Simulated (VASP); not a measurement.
# TaWI (P4/mmm) in VASP: a series of runs

The runs below take TaWI through single point, relaxation of cell and atoms, with PBE.

Everything below comes from runs of VASP 6.6.1. Logs are shortened: lines on timing, memory, paths and dates and some standing lists are left out, and cuts for length are marked.

## (1) The cell of the first run

It takes space group P4/mmm (No. 123, tetragonal). Conventional cell: a = 3.716 Å, b = 3.716 Å, c = 5.598 Å, α = 90.00°, β = 90.00°, γ = 90.00°. Within 3.5 Å of Ta (site symmetry 4/mmm) lie 4 W at 2.63 Å. W (site symmetry 4/mmm) has 4 Ta at 2.63 Å and 2 I at 2.80 Å within 3.5 Å. Within 3.9 Å of I (site symmetry 4/mmm) lie 2 W at 2.80 Å and 4 I at 3.72 Å and 8 Ta at 3.84 Å.

The cell was generated, and may not be a known phase.

## (2) Single point, PBE

Contents of INCAR:

```
PREC     = Accurate       # precision mode
ENCUT    = 520            # plane-wave cutoff, eV
EDIFF    = 1E-6           # SCF threshold, eV
ISMEAR   = 0              # smearing method
SIGMA    = 0.1            # smearing width, eV
LREAL    = F              # projectors in reciprocal space
LASPH    = T              # aspherical terms in the spheres
NELM     = 80             # most SCF steps
ALGO     = Normal         # electronic algorithm
ISIF     = 2              # what is computed and relaxed
LWAVE    = F              # write WAVECAR
LCHARG   = T              # write CHGCAR
GGA      = PE             # functional
LELF     = T              # ELF
LVHAR    = T            
NBANDS   = 23             # bands
```

Contents of KPOINTS:

```
Automatic mesh
0
Gamma
  12 12 8
```

Contents of POSCAR:

```
TaWI
1.0
    3.7159729462      0.0000000000      0.0000000000
    0.0000000000      3.7159729462      0.0000000000
    0.0000000000      0.0000000000      5.5978682188
Ta W I
1 1 1
Direct
    0.5000000000      0.5000000000      0.0000000000
    0.0000000000      0.0000000000      0.0000000000
    0.0000000000      0.0000000000      0.5000000000
```

Potentials or basis: VASP PAW PBE potentials, release 64 (Ta_pv, W_sv, I).

Command:

```console
> cat potpaw_PBE.64/Ta_pv/POTCAR potpaw_PBE.64/W_sv/POTCAR potpaw_PBE.64/I/POTCAR > POTCAR
> mpirun -np 1 vasp_std > vasp.out
```

OUTCAR:

```text
PREC = Accurate
   ENCUT = 520
   EDIFF = 1E-6
   ISMEAR = 0
   LREAL = F
   LASPH = T
   NELM = 80
   ISIF = 2
   GGA = PE

 ion  position               nearest neighbor table
   1  0.500  0.500  0.000-   2 2.63   2 2.63   2 2.63   2 2.63
   2  0.000  0.000  0.000-   1 2.63   1 2.63   1 2.63   1 2.63   3 2.80   3 2.80
   3  0.000  0.000  0.500-   2 2.80   2 2.80

  LATTYP: Found a simple tetragonal cell.
 ALAT       =     3.7159729462
 C/A-ratio  =     1.5064340618

  Lattice vectors:

 A1 = (   3.7159729462,   0.0000000000,   0.0000000000)
 A2 = (   0.0000000000,   3.7159729462,   0.0000000000)
 A3 = (   0.0000000000,   0.0000000000,   5.5978682188)

Analysis of symmetry for initial positions (statically):
=====================================================================
 Subroutine PRICEL returns:
 Original cell was already a primitive cell.

 Routine SETGRP: Setting up the symmetry group for a
 simple tetragonal supercell.

 Subroutine GETGRP returns: Found 16 space group operations
 (whereof 16 operations were pure point group operations)
 out of a pool of 16 trial point group operations.

The static configuration has the point symmetry D_4h.

Analysis of symmetry for dynamics (positions and initial velocities):
=====================================================================
 Subroutine PRICEL returns:
 Original cell was already a primitive cell.

 Routine SETGRP: Setting up the symmetry group for a
 simple tetragonal supercell.

 Subroutine GETGRP returns: Found 16 space group operations
 (whereof 16 operations were pure point group operations)
 out of a pool of 16 trial point group operations.

The dynamic configuration has the point symmetry D_4h.

 Subroutine INISYM returns: Found 16 space group operations
 (whereof 16 operations are pure point group operations),
 and found     1 'primitive' translations

----------------------------------------------------------------------------------------

                                     Primitive cell

  volume of cell :      77.2979

  direct lattice vectors                    reciprocal lattice vectors
     3.715972946  0.000000000  0.000000000     0.269108525  0.000000000  0.000000000
     0.000000000  3.715972946  0.000000000     0.000000000  0.269108525  0.000000000
     0.000000000  0.000000000  5.597868219     0.000000000  0.000000000  0.178639432

  length of vectors
     3.715972946  3.715972946  5.597868219     0.269108525  0.269108525  0.178639432

  position of ions in fractional coordinates (direct lattice)
     0.500000000  0.500000000  0.000000000
     0.000000000  0.000000000  0.000000000
     0.000000000  0.000000000  0.500000000

  ion indices of the primitive-cell ions
   primitive index   ion index
                 1           1
                 2           2
                 3           3

----------------------------------------------------------------------------------------

 KPOINTS: Automatic mesh

Automatic generation of k-mesh.
 Grid dimensions read from file:
 generate k-points for:   12   12    8

 Generating k-lattice:

  Cartesian coordinates                     Fractional coordinates (reciprocal lattice)
     0.022425710  0.000000000  0.000000000     0.083333333  0.000000000  0.000000000
     0.000000000  0.022425710  0.000000000     0.000000000  0.083333333  0.000000000
     0.000000000  0.000000000  0.022329929     0.000000000  0.000000000  0.125000000

  Length of vectors
     0.022425710  0.022425710  0.022329929

  Shift w.r.t. Gamma in fractional coordinates (k-lattice)
     0.000000000  0.000000000  0.000000000

 Subroutine IBZKPT returns following result:
 ===========================================

 Found    140 irreducible k-points:

 Following reciprocal coordinates:
            Coordinates               Weight
  0.000000  0.000000  0.000000      1.000000
  0.083333  0.000000  0.000000      4.000000
  0.166667  0.000000  0.000000      4.000000
  0.250000  0.000000  0.000000      4.000000
  0.333333  0.000000  0.000000      4.000000
  0.416667  0.000000  0.000000      4.000000
[... 16 lines left out ...]
  0.333333  0.333333  0.000000      4.000000
  0.416667  0.333333  0.000000      8.000000
 [... further k-points ...]
   k-points           NKPTS =    140   k-points in BZ     NKDIM =    140   number of bands    NBANDS=     23
   number of dos      NEDOS =    301   number of ions     NIONS =      3
   total plane-waves  NPLWV =  32928
   dimension x,y,z NGX =    28 NGY =   28 NGZ =   42
   dimension x,y,z NGXF=    56 NGYF=   56 NGZF=   84
   ions per type =               1   1   1
   NGX,Y,Z   is equivalent  to a cutoff of  12.53, 12.53, 12.47 a.u.
   NGXF,Y,Z  is equivalent  to a cutoff of  25.05, 25.05, 24.95 a.u.
 SYSTEM =  unknown system
   PREC   = accura    normal or accurate (medium, high low for compatibility)
   ISTART =      0    job   : 0-new  1-cont  2-samecut
   ICHARG =      2    charge: 1-file 2-atom 10-const
   ISPIN  =      1    spin polarized calculation?
   LNONCOLLINEAR =      F non collinear calculations
   LSORBIT =      F    spin-orbit coupling
   LASPH  =      T    aspherical Exc in radial PAW
   ENCUT  =  520.0 eV  38.22 Ry    6.18 a.u.   6.91  6.91 10.41*2*pi/ulx,y,z
   NELM   =     80;   NELMIN=  2; NELMDL= -5     # of ELM steps
   EDIFF  = 0.1E-05   stopping-criterion for ELM
   LREAL  =      F    real-space projection
   EDIFFG = 0.1E-04   stopping-criterion for IOM
   NSW    =      0    number of steps for IOM
   IBRION =     -1    ionic relax: 0-MD 1-quasi-New 2-CG
   NFREE  =      0    steps in history (QN), initial steepest desc. (CG)
   ISIF   =      2    stress and relaxation
   ISYM   =      2    0-nonsym 1-usesym 2-fastsym
   POTIM  = 0.5000    time-step for ionic-motion
   TEBEG  =    0.0;   TEEND  =   0.0 temperature during run
   PSTRESS=    0.0 pullay stress
   NELECT =      32.0000    total number of electrons
   NUPDOWN=      -1.0000    fix difference up-down
   EMIN   =  10.00;   EMAX   =-10.00  energy-range for DOS
   EFERMI =   0.00;   METHOD = LEGACY
   ISMEAR =     0;   SIGMA  =   0.10  broadening in eV -4-tet -1-fermi 0-gaus
   EFERMI_NEDOS =   21; number of points for ismear=-14 and -15
   IALGO  =     38    algorithm
   IMIX   =      4    mixing-type and parameters
     AMIX     =   0.40;   BMIX     =  1.00
     AMIX_MAG =   1.60;   BMIX_MAG =  1.00
  volume/ion in A,a.u.               =      25.77       173.88
  Fermi-wavevector in a.u.,A,eV,Ry     =   1.220119  2.305691 20.254867  1.488691
  Thomas-Fermi vector in A             =   2.355348
   LORBIT       =      0    0 simple, 1 ext, 2 COOP (PROOUT), +10 PAW based schemes
   GGA     = PE    functional components
   LHFCALC =     F    Hartree Fock is set to
   AEXX    =    0.0000 exact exchange contribution
   IVDW    =     0    specifies the selected vdW correction
   LEPSILON=     F    determine dielectric tensor
   LRPA    =     F    only Hartree local field effects (RPA)
 non-spin polarized calculation
 Gauss-broadening in eV      SIGMA  =   0.10
  energy-cutoff  :      520.00
  volume of cell :       77.30
 maximum number of plane-waves:      2106
 NGX is ok and might be reduce to    28
   NGX = 13   NGY = 13   NGZ = 21

 number of electron      31.9999994 magnetization

 Free energy of the ion-electron system (eV)
  ---------------------------------------------------
  ext. energy  EPLUGINS =         0.00000000
  ---------------------------------------------------
  free energy    TOTEN  =       -22.07892582 eV

  energy without entropy =      -22.05862476  energy(sigma->0) =      -22.06877529

 E-fermi :   6.1599     XC(G=0): -10.4776

 val. band max:        6.1459513517   @ k =   0.4167   0.0000   0.1250
 cond. band min:       6.1632853751   @ k =   0.3333   0.3333   0.3750
 fundamental gap:      0.0173340235
 Fermi energy:         6.1599070544

 k-point     1 :       0.0000    0.0000    0.0000
  band No.  band energies     occupation
      1     -67.4283      2.00000
      2     -31.9140      2.00000
      3     -31.7162      2.00000
      4     -31.7162      2.00000
      5     -28.8734      2.00000
      6     -28.3105      2.00000
[... 15 lines left out ...]
     22      11.9717      0.00000
     23      12.1812      0.00000

 k-point     2 :       0.0833    0.0000    0.0000
  band No.  band energies     occupation
      1     -67.4283      2.00000
      2     -31.9133      2.00000
      3     -31.7123      2.00000
      4     -31.7101      2.00000
      5     -28.8738      2.00000
      6     -28.3237      2.00000
[... 15 lines left out ...]
     22      11.9439      0.00000
     23      12.2139      0.00000

 k-point     3 :       0.1667    0.0000    0.0000
  band No.  band energies     occupation
      1     -67.4283      2.00000
      2     -31.9115      2.00000
      3     -31.7015      2.00000
      4     -31.6933      2.00000
      5     -28.8750      2.00000
      6     -28.3598      2.00000
[... 15 lines left out ...]
     22      11.8260      0.00000
     23      11.8408      0.00000

 k-point     4 :       0.2500    0.0000    0.0000
  band No.  band energies     occupation
      1     -67.4283      2.00000
      2     -31.9090      2.00000
      3     -31.6864      2.00000
      4     -31.6700      2.00000
      5     -28.8767      2.00000
      6     -28.4092      2.00000
[... 15 lines left out ...]
     22      10.4608      0.00000
     23      11.2479      0.00000

 k-point     5 :       0.3333    0.0000    0.0000
  band No.  band energies     occupation
      1     -67.4283      2.00000
      2     -31.9064      2.00000
      3     -31.6708      2.00000
      4     -31.6461      2.00000
      5     -28.8783      2.00000
      6     -28.4589      2.00000
[... 15 lines left out ...]
     22       9.3222      0.00000
     23       9.8491      0.00000

 k-point     6 :       0.4167    0.0000    0.0000
  band No.  band energies     occupation
      1     -67.4283      2.00000
      2     -31.9046      2.00000
      3     -31.6591      2.00000
      4     -31.6284      2.00000
      5     -28.8795      2.00000
      6     -28.4955      2.00000
[... 15 lines left out ...]
     22       8.1785      0.00000
     23       8.8130      0.00000

 k-point     7 :       0.5000    0.0000    0.0000
  band No.  band energies     occupation
      1     -67.4283      2.00000
      2     -31.9039      2.00000
      3     -31.6548      2.00000
      4     -31.6218      2.00000
      5     -28.8799      2.00000
      6     -28.5089      2.00000
[... 353 lines left out ...]
     22       9.7226      0.00000
     23      11.8445      0.00000

 k-point    21 :       0.4167    0.2500    0.0000
  band No.  band energies     occupation
      1     -67.4278      2.00000
      2     -31.9026      2.00000
      3     -31.7536      2.00000
      4     -31.6920      2.00000
      5     -28.8772      2.00000
      6     -28.4286      2.00000
[... 15 lines left out ...]
     22       9.3330      0.00000
     23      10.6953      0.00000

 k-point    22 :       0.5000    0.2500    0.0000
  band No.  band energies     occupation
      1     -67.4278      2.00000
      2     -31.9021      2.00000
      3     -31.7341      2.00000
      4     -31.7187      2.00000
      5     -28.8772      2.00000
      6     -28.3931      2.00000
[... 15 lines left out ...]
     22       9.4026      0.00000
     23       9.7503      0.00000

 k-point    23 :       0.3333    0.3333    0.0000
  band No.  band energies     occupation
      1     -67.4277      2.00000
      2     -31.9025      2.00000
      3     -31.7854      2.00000
      4     -31.6964      2.00000
      5     -28.8765      2.00000
      6     -28.4256      2.00000
[... 15 lines left out ...]
     22      10.0076      0.00000
     23      11.5297      0.00000

 k-point    24 :       0.4167    0.3333    0.0000
  band No.  band energies     occupation
      1     -67.4276      2.00000
      2     -31.9016      2.00000
      3     -31.7865      2.00000
      4     -31.7356      2.00000
      5     -28.8760      2.00000
      6     -28.3775      2.00000
[... 15 lines left out ...]
     22       9.8908      0.00000
     23      10.6941      0.00000

 [... further k-points ...]

------------------------ aborting loop because EDIFF is reached ----------------------------------------

  FORCE on cell =-STRESS in cart. coord.  units (eV):
  Direction    XX          YY          ZZ          XY          YZ          ZX
  --------------------------------------------------------------------------------------
  -------------------------------------------------------------------------------------
  Total        0.0753336      0.0753336     -0.0168806      0.0000000      0.0000000      0.0000000
  in kB        1.5614634      1.5614634     -0.3498884      0.0000000      0.0000000      0.0000000
  external PRESSURE =       0.9243461 kB  Pullay stress =       0.0000000 kB

 VOLUME and BASIS-vectors are now :
 -----------------------------------------------------------------------------
  energy-cutoff  :      520.00
  volume of cell :       77.30
      direct lattice vectors                 reciprocal lattice vectors
     3.715972946  0.000000000  0.000000000     0.269108525  0.000000000  0.000000000
     0.000000000  3.715972946  0.000000000     0.000000000  0.269108525  0.000000000
     0.000000000  0.000000000  5.597868219     0.000000000  0.000000000  0.178639432

 POSITION                                       TOTAL-FORCE (eV/Angst)
 -----------------------------------------------------------------------------------
      1.85799      1.85799      0.00000         0.000000      0.000000      0.000000
      0.00000      0.00000      0.00000         0.000000      0.000000      0.000000
      0.00000      0.00000      2.79893         0.000000      0.000000      0.000000
 -----------------------------------------------------------------------------------
    total drift:                               -0.000000      0.000000     -0.000000

  FREE ENERGIE OF THE ION-ELECTRON SYSTEM (eV)
  ---------------------------------------------------
  free  energy   TOTEN  =       -22.0789258204 eV

  energy  without entropy=      -22.0586247552  energy(sigma->0) =      -22.06877529
```

Run time: 3.4 min. Hardware: 1 thread of Intel Xeon 8259CL, shared host; peak memory 0.39 GiB.

Results:

* Free energy: -22.0789 eV
* Pressure: 0.1 GPa
* Band gap on the k mesh: zero (bands 16 and 17 overlap by 1.05 eV)

Stress tensor (GPa, compression positive):
```
 0.16  0.00  0.00
 0.00  0.16  0.00
 0.00  0.00 -0.03
```

Caveat: spin-orbit coupling is left out, which moves the levels of the heavy elements.

## (3) Relaxation of cell and atoms, PBE

This run uses another cell than the first one, of 25.68 Å³/atom.

Contents of INCAR:

```
SYSTEM = TaWI
PREC = Accurate
ENCUT = 600
EDIFF = 1E-6
ISMEAR = 0
SIGMA = 0.1
LREAL = .FALSE.
LASPH = .TRUE.
NELM = 80
ALGO = Normal
ISIF = 3
LWAVE = .FALSE.
LCHARG = .FALSE.
GGA = PE
IBRION = 2
NSW = 100
EDIFFG = -0.01
```

Contents of KPOINTS:

```
Automatic mesh
0
G
  12 12 8
  0 0 0
```

Contents of POSCAR:

```
TaWI
1.0
    3.7012618029      0.0000000000      0.0000000000
    0.0000000000      3.7012618029      0.0000000000
    0.0000000000      0.0000000000      5.6225965024
Ta W I
1 1 1
Direct
    0.5000000000      0.5000000000      0.0000000000
    0.0000000000      0.0000000000      0.0000000000
    0.0000000000      0.0000000000      0.5000000000
```

Potentials or basis: VASP PAW PBE potentials, release 64 (Ta_pv, W_sv, I).

Command:

```console
> cat potpaw_PBE.64/Ta_pv/POTCAR potpaw_PBE.64/W_sv/POTCAR potpaw_PBE.64/I/POTCAR > POTCAR
> mpirun -np 1 vasp_std > vasp.out
```

Wall time 12 min (1 thread of Intel Xeon 8259CL, shared host); peak memory 0.45 GiB.

The run converged. Its results:

```yaml
Free_energy: -22.0793 eV
Relaxed_volume: 25.80 Å³/atom
Relaxed_cell: a = 3.718 Å, b = 3.718 Å, c = 5.597 Å, α = 90.00°, β = 90.00°, γ = 90.00°
Space_group_after_relaxing_to_0.1_Å: P4/mmm (No. 123)
Energy_gained_by_relaxing: 1.1 meV/atom
Ionic_steps: 4
Pressure_after_relaxing: 0.0 GPa
Band_gap_on_the_k_mesh: zero (bands 16 and 17 overlap by 1.04 eV)
```

Step by step:
| step | energy change (eV) | largest force (eV/Å) | pressure (GPa) | volume (Å³) |
| --- | --- | --- | --- | --- |
| 1 | 0.0000 | 0.0000 | 0.74 | 77.03 |
| 2 | 0.0011 | 0.0000 | -1.25 | 78.34 |
| 3 | -0.0028 | 0.0000 | -0.19 | 77.63 |
| 4 | -0.0032 | 0.0000 | -0.03 | 77.39 |

Final structure:
```
CELL_PARAMETERS angstrom
3.71845 0.00000 0.00000
0.00000 3.71845 0.00000
0.00000 0.00000 5.59724
ATOMIC_POSITIONS crystal
Ta 0.50000 0.50000 0.00000
W 0.00000 0.00000 0.00000
I 0.00000 0.00000 0.50000
```

Levels at points of the mesh, in eV from the Fermi level:
```csv
k point,band 12,band 13,band 14,band 15,band 16,band 17,band 18,band 19,band 20
"(0.00, 0.00, 0.00)",-3.31,-1.85,-1.85,-1.40,-1.40,-0.56,0.61,3.34,3.34
"(0.50, 0.00, 0.00)",-1.82,-1.76,-1.52,0.01,0.07,0.33,0.68,0.75,1.00
"(0.50, 0.50, 0.00)",-3.18,-3.09,-3.09,-3.02,-0.35,0.56,1.65,2.54,2.56
"(0.00, 0.00, 0.50)",-3.31,-2.84,-2.84,0.28,0.28,0.92,1.77,3.35,3.35
"(0.50, 0.00, 0.50)",-2.09,-2.02,-0.55,-0.02,0.02,0.20,0.42,0.92,1.41
"(0.50, 0.50, 0.50)",-3.12,-2.81,-1.20,-1.20,0.48,0.91,0.91,1.65,2.01
```

Caveat: spin-orbit coupling is left out, which moves the levels of the heavy elements.
